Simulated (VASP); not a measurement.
Input of a VASP 6.6.1 run:

Contents of INCAR:

```
ALGO = Normal
EDIFF = 1E-6
ENCUT = 520
GGA = PE
ISIF = 2
ISMEAR = 0
IVDW = 12
LASPH = T
LCHARG = F
LREAL = F
LWAVE = F
NBANDS = 35
NELM = 80
PREC = Accurate
SIGMA = 0.02
```

The input KPOINTS:

```
k-points
0
Gamma
  12 12 2
```

File POSCAR:

```
Te2Mo
1.0
    3.4076624228      0.0000000000      0.0000000000
   -1.7038312114      2.9511222257      0.0000000000
    0.0000000000      0.0000000000     13.1255682813
Te Mo
4 2
Direct
    0.3333333333      0.6666666667      0.6106922843
    0.6666666667      0.3333333333      0.1106922843
    0.3333333333      0.6666666667      0.8893077157
    0.6666666667      0.3333333333      0.3893077157
    0.3333333333      0.6666666667      0.2500000000
    0.6666666667      0.3333333333      0.7500000000
```

Potentials or basis: VASP PAW PBE potentials, release 64 (Te, Mo_sv).

Command:

```sh
$ cat potpaw_PBE.64/Te/POTCAR potpaw_PBE.64/Mo_sv/POTCAR > POTCAR
$ mpirun -np 1 vasp_std > vasp.out
```

Problem. Estimate the dispersion energy per atom.

Solution. -0.609 eV.

Problem. Predict the largest force.

Solution. 0.016 eV/Å.

Problem. Estimate the pressure.

Solution. 6.2 GPa.

Problem. Predict the band gap on the k mesh.

Solution. 0.19 eV (least direct gap 0.61 eV).

Forces on the atoms (eV/Å):
```
Te   0.000  0.000 -0.016
Te   0.000  0.000 -0.016
Te   0.000  0.000  0.016
Te   0.000  0.000  0.016
Mo   0.000  0.000  0.000
Mo   0.000  0.000  0.000
```

Caveat: the cell stands under pressure; spin-orbit coupling is left out, which moves the levels of the heavy elements. A k mesh can miss the band edges.
